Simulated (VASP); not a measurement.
# Pb (Fm-3m) in VASP: further runs

The runs below take Pb through single point, relaxation of cell and atoms, with PBE.

All numbers are computed with VASP 6.6.1; they aren't measurements. Logs are shortened: lines on timing, memory, paths and dates and some standing lists are left out, and cuts for length are marked.

### 1 The cell of the first run

The structure is cubic, space group Fm-3m (No. 225). The conventional cell has a = 5.041 Å, b = 5.041 Å, c = 5.041 Å, α = 90.00°, β = 90.00°, γ = 90.00°. Within 4.7 Å of Pb (site symmetry m-3m) lie 12 Pb at 3.56 Å.

### 2 Single point, PBE

INCAR

```
ALGO = Normal
EDIFF = 1E-6
ENCUT = 520
GGA = PE
ISIF = 2
ISMEAR = -1
LASPH = T
LCHARG = F
LREAL = F
LWAVE = F
NBANDS = 13
NELM = 80
PREC = Accurate
SIGMA = 0.05
```

KPOINTS

```
k-points
0
Gamma
  14 14 14
```

POSCAR

```
Pb
1.0
    0.0000000000      2.5202669210      2.5202669210
    2.5202669210      0.0000000000      2.5202669210
    2.5202669210      2.5202669210      0.0000000000
Pb
1
Direct
    0.0000000000      0.0000000000      0.0000000000
```

Potentials or basis: VASP PAW PBE potentials, release 64 (Pb_d).

Command:

```
$ cat potpaw_PBE.64/Pb_d/POTCAR > POTCAR
$ mpirun -np 1 vasp_std > vasp.out
```

OUTCAR:

```text
EDIFF = 1E-6
   ENCUT = 520
   GGA = PE
   ISIF = 2
   ISMEAR = -1
   LASPH = T
   LREAL = F
   NELM = 80
   PREC = Accurate

 ion  position               nearest neighbor table
   1  0.000  0.000  0.000-

  LATTYP: Found a face centered cubic cell.
 ALAT       =     5.0405338420

  Lattice vectors:

 A1 = (   0.0000000000,   2.5202669210,   2.5202669210)
 A2 = (   2.5202669210,   0.0000000000,   2.5202669210)
 A3 = (   2.5202669210,   2.5202669210,   0.0000000000)

Analysis of symmetry for initial positions (statically):
=====================================================================
 Subroutine PRICEL returns:
 Original cell was already a primitive cell.

 Routine SETGRP: Setting up the symmetry group for a
 face centered cubic supercell.

 Subroutine GETGRP returns: Found 48 space group operations
 (whereof 48 operations were pure point group operations)
 out of a pool of 48 trial point group operations.

The static configuration has the point symmetry O_h .

Analysis of symmetry for dynamics (positions and initial velocities):
=====================================================================
 Subroutine PRICEL returns:
 Original cell was already a primitive cell.

 Routine SETGRP: Setting up the symmetry group for a
 face centered cubic supercell.

 Subroutine GETGRP returns: Found 48 space group operations
 (whereof 48 operations were pure point group operations)
 out of a pool of 48 trial point group operations.

The dynamic configuration has the point symmetry O_h .

 Subroutine INISYM returns: Found 48 space group operations
 (whereof 48 operations are pure point group operations),
 and found     1 'primitive' translations

----------------------------------------------------------------------------------------

                                     Primitive cell

  volume of cell :      32.0162

  direct lattice vectors                    reciprocal lattice vectors
     0.000000000  2.520266921  2.520266921    -0.198391685  0.198391685  0.198391685
     2.520266921  0.000000000  2.520266921     0.198391685 -0.198391685  0.198391685
     2.520266921  2.520266921  0.000000000     0.198391685  0.198391685 -0.198391685

  length of vectors
     3.564195660  3.564195660  3.564195660     0.343624477  0.343624477  0.343624477

  position of ions in fractional coordinates (direct lattice)
     0.000000000  0.000000000  0.000000000

  ion indices of the primitive-cell ions
   primitive index   ion index
                 1           1

----------------------------------------------------------------------------------------

 KPOINTS: k-points

Automatic generation of k-mesh.
 Grid dimensions read from file:
 generate k-points for:   14   14   14

 Generating k-lattice:

  Cartesian coordinates                     Fractional coordinates (reciprocal lattice)
    -0.014170835  0.014170835  0.014170835     0.071428571  0.000000000  0.000000000
     0.014170835 -0.014170835  0.014170835     0.000000000  0.071428571  0.000000000
     0.014170835  0.014170835 -0.014170835     0.000000000  0.000000000  0.071428571

  Length of vectors
     0.024544606  0.024544606  0.024544606

  Shift w.r.t. Gamma in fractional coordinates (k-lattice)
     0.000000000  0.000000000  0.000000000

 Subroutine IBZKPT returns following result:
 ===========================================

 Found    104 irreducible k-points:

 Following reciprocal coordinates:
            Coordinates               Weight
  0.000000  0.000000  0.000000      1.000000
  0.071429  0.000000  0.000000      8.000000
  0.142857  0.000000  0.000000      8.000000
  0.214286  0.000000  0.000000      8.000000
  0.285714  0.000000  0.000000      8.000000
  0.357143  0.000000  0.000000      8.000000
[... 16 lines left out ...]
  0.214286  0.142857  0.000000     24.000000
  0.285714  0.142857  0.000000     24.000000
 [... further k-points ...]
   k-points           NKPTS =    104   k-points in BZ     NKDIM =    104   number of bands    NBANDS=     13
   number of dos      NEDOS =    301   number of ions     NIONS =      1
   total plane-waves  NPLWV =  21952
   dimension x,y,z NGX =    28 NGY =   28 NGZ =   28
   dimension x,y,z NGXF=    56 NGYF=   56 NGZF=   56
   ions per type =               1
   NGX,Y,Z   is equivalent  to a cutoff of  13.06, 13.06, 13.06 a.u.
   NGXF,Y,Z  is equivalent  to a cutoff of  26.12, 26.12, 26.12 a.u.
 SYSTEM =  unknown system
   PREC   = accura    normal or accurate (medium, high low for compatibility)
   ISTART =      0    job   : 0-new  1-cont  2-samecut
   ICHARG =      2    charge: 1-file 2-atom 10-const
   ISPIN  =      1    spin polarized calculation?
   LNONCOLLINEAR =      F non collinear calculations
   LSORBIT =      F    spin-orbit coupling
   LASPH  =      T    aspherical Exc in radial PAW
   ENCUT  =  520.0 eV  38.22 Ry    6.18 a.u.   6.63  6.63  6.63*2*pi/ulx,y,z
   NELM   =     80;   NELMIN=  2; NELMDL= -5     # of ELM steps
   EDIFF  = 0.1E-05   stopping-criterion for ELM
   LREAL  =      F    real-space projection
   EDIFFG = 0.1E-04   stopping-criterion for IOM
   NSW    =      0    number of steps for IOM
   IBRION =     -1    ionic relax: 0-MD 1-quasi-New 2-CG
   NFREE  =      0    steps in history (QN), initial steepest desc. (CG)
   ISIF   =      2    stress and relaxation
   ISYM   =      2    0-nonsym 1-usesym 2-fastsym
   POTIM  = 0.5000    time-step for ionic-motion
   TEBEG  =    0.0;   TEEND  =   0.0 temperature during run
   PSTRESS=    0.0 pullay stress
   NELECT =      14.0000    total number of electrons
   NUPDOWN=      -1.0000    fix difference up-down
   EMIN   =  10.00;   EMAX   =-10.00  energy-range for DOS
   EFERMI =   0.00;   METHOD = LEGACY
   ISMEAR =    -1;   SIGMA  =   0.05  broadening in eV -4-tet -1-fermi 0-gaus
   EFERMI_NEDOS =   21; number of points for ismear=-14 and -15
   IALGO  =     38    algorithm
   IMIX   =      4    mixing-type and parameters
     AMIX     =   0.40;   BMIX     =  1.00
     AMIX_MAG =   1.60;   BMIX_MAG =  1.00
  volume/ion in A,a.u.               =      32.02       216.06
  Fermi-wavevector in a.u.,A,eV,Ry     =   1.242589  2.348153 21.007781  1.544028
  Thomas-Fermi vector in A             =   2.376937
   LORBIT       =      0    0 simple, 1 ext, 2 COOP (PROOUT), +10 PAW based schemes
   GGA     = PE    functional components
   LHFCALC =     F    Hartree Fock is set to
   AEXX    =    0.0000 exact exchange contribution
   IVDW    =     0    specifies the selected vdW correction
   LEPSILON=     F    determine dielectric tensor
   LRPA    =     F    only Hartree local field effects (RPA)
 non-spin polarized calculation
  energy-cutoff  :      520.00
  volume of cell :       32.02
 maximum number of plane-waves:       886
   NGX = 13   NGY = 13   NGZ = 13

 number of electron      14.0000003 magnetization

 Free energy of the ion-electron system (eV)
  ---------------------------------------------------
  ext. energy  EPLUGINS =         0.00000000
  ---------------------------------------------------
  free energy    TOTEN  =        -3.56962386 eV

  energy without entropy =       -3.56581896  energy(sigma->0) =       -3.56772141

 E-fermi :   6.6978     XC(G=0):  -9.9266

 val. band max:        6.6887276264   @ k =   0.3571   0.2857   0.0000
 cond. band min:       6.7429335310   @ k =  -0.2857   0.2857   0.0714
 fundamental gap:      0.0542059047
 Fermi energy:         6.6977810790

 k-point     1 :       0.0000    0.0000    0.0000
  band No.  band energies     occupation
      1     -10.3485      2.00000
      2     -10.3485      2.00000
      3     -10.3485      2.00000
      4     -10.2303      2.00000
      5     -10.2303      2.00000
      6      -4.7091      2.00000
      7      13.6836      0.00000
      8      13.6836      0.00000
      9      13.6836      0.00000
     10      16.4122      0.00000
     11      17.3408      0.00000
     12      18.7816      0.00000
     13      18.7816      0.00000

 k-point     2 :       0.0714    0.0000    0.0000
  band No.  band energies     occupation
      1     -10.3485      2.00000
      2     -10.3422      2.00000
      3     -10.3422      2.00000
      4     -10.2307      2.00000
      5     -10.2307      2.00000
      6      -4.6164      2.00000
      7      12.5481      0.00000
      8      13.5676      0.00000
      9      13.5676      0.00000
     10      16.1336      0.00000
     11      17.9221      0.00000
     12      18.9891      0.00000
     13      18.9891      0.00000

 k-point     3 :       0.1429    0.0000    0.0000
  band No.  band energies     occupation
      1     -10.3488      2.00000
      2     -10.3279      2.00000
      3     -10.3279      2.00000
      4     -10.2283      2.00000
      5     -10.2283      2.00000
      6      -4.3387      2.00000
      7      10.4888      0.00000
      8      13.2725      0.00000
      9      13.2725      0.00000
     10      15.7724      0.00000
     11      18.8831      0.00000
     12      19.4450      0.00000
     13      19.4527      0.00000

 k-point     4 :       0.2143    0.0000    0.0000
  band No.  band energies     occupation
      1     -10.3508      2.00000
      2     -10.3183      2.00000
      3     -10.3183      2.00000
      4     -10.2133      2.00000
      5     -10.2133      2.00000
      6      -3.8792      2.00000
      7       8.3712      0.00000
      8      12.9004      0.00000
      9      12.9004      0.00000
     10      15.5135      0.00000
     11      18.4052      0.00000
     12      19.0269      0.00000
     13      19.0269      0.00000

 k-point     5 :       0.2857    0.0000    0.0000
  band No.  band energies     occupation
      1     -10.3549      2.00000
      2     -10.3207      2.00000
      3     -10.3207      2.00000
      4     -10.1831      2.00000
      5     -10.1831      2.00000
      6      -3.2518      2.00000
      7       6.3927      1.99553
      8      12.5355      0.00000
      9      12.5355      0.00000
     10      15.3810      0.00000
     11      17.5115      0.00000
     12      18.4094      0.00000
     13      18.4094      0.00000
[... 257 lines left out ...]
 k-point    22 :       0.1429    0.1429    0.0000
  band No.  band energies     occupation
      1     -10.3743      2.00000
      2     -10.3014      2.00000
      3     -10.3014      2.00000
      4     -10.2581      2.00000
      5     -10.2107      2.00000
      6      -4.2154      2.00000
      7      11.2947      0.00000
      8      12.0996      0.00000
      9      12.0996      0.00000
     10      15.1458      0.00000
     11      16.9902      0.00000
     12      20.6082      0.00000
     13      20.9408      0.00000

 k-point    23 :       0.2143    0.1429    0.0000
  band No.  band energies     occupation
      1     -10.3820      2.00000
      2     -10.2879      2.00000
      3     -10.2817      2.00000
      4     -10.2617      2.00000
      5     -10.1971      2.00000
      6      -3.8779      2.00000
      7       9.7119      0.00000
      8      11.5789      0.00000
      9      11.8329      0.00000
     10      15.1479      0.00000
     11      16.1439      0.00000
     12      20.3330      0.00000
     13      21.3754      0.00000

 k-point    24 :       0.2857    0.1429    0.0000
  band No.  band energies     occupation
      1     -10.3817      2.00000
      2     -10.2987      2.00000
      3     -10.2751      2.00000
      4     -10.2387      2.00000
      5     -10.1710      2.00000
      6      -3.3647      2.00000
      7       7.8044      0.00000
      8      11.1876      0.00000
      9      11.3714      0.00000
     10      14.9774      0.00000
     11      16.4755      0.00000
     12      19.8848      0.00000
     13      20.7814      0.00000

 [... further k-points ...]

------------------------ aborting loop because EDIFF is reached ----------------------------------------

  FORCE on cell =-STRESS in cart. coord.  units (eV):
  Direction    XX          YY          ZZ          XY          YZ          ZX
  --------------------------------------------------------------------------------------
  -------------------------------------------------------------------------------------
  Total       -0.0086073     -0.0086073     -0.0086073      0.0000000      0.0000000     -0.0000000
  in kB       -0.4307307     -0.4307307     -0.4307307      0.0000000      0.0000000     -0.0000000
  external PRESSURE =      -0.4307307 kB  Pullay stress =       0.0000000 kB

 VOLUME and BASIS-vectors are now :
 -----------------------------------------------------------------------------
  energy-cutoff  :      520.00
  volume of cell :       32.02
      direct lattice vectors                 reciprocal lattice vectors
     0.000000000  2.520266921  2.520266921    -0.198391685  0.198391685  0.198391685
     2.520266921  0.000000000  2.520266921     0.198391685 -0.198391685  0.198391685
     2.520266921  2.520266921  0.000000000     0.198391685  0.198391685 -0.198391685

 POSITION                                       TOTAL-FORCE (eV/Angst)
 -----------------------------------------------------------------------------------
      0.00000      0.00000      0.00000         0.000000     -0.000000     -0.000000
 -----------------------------------------------------------------------------------
    total drift:                               -0.000000     -0.000000      0.000000

  FREE ENERGIE OF THE ION-ELECTRON SYSTEM (eV)
  ---------------------------------------------------
  free  energy   TOTEN  =        -3.5696238642 eV

  energy  without entropy=       -3.5658189578  energy(sigma->0) =       -3.56772141
```

It took 25 s on 1 thread of AMD EPYC 9R45 (Zen 5), shared host; peak memory 0.15 GiB.

What came out:

| Property | Result |
| --- | --- |
| Free energy | -3.5696 eV |
| Pressure | 0.0 GPa |
| Band gap on the k mesh | zero (band 7 reaches 13.68 eV, above the bottom of band 8 at 5.24 eV) |

Caveat: spin-orbit coupling is left out, which moves the levels of the heavy elements.

(Continued in part 2 of 2.)
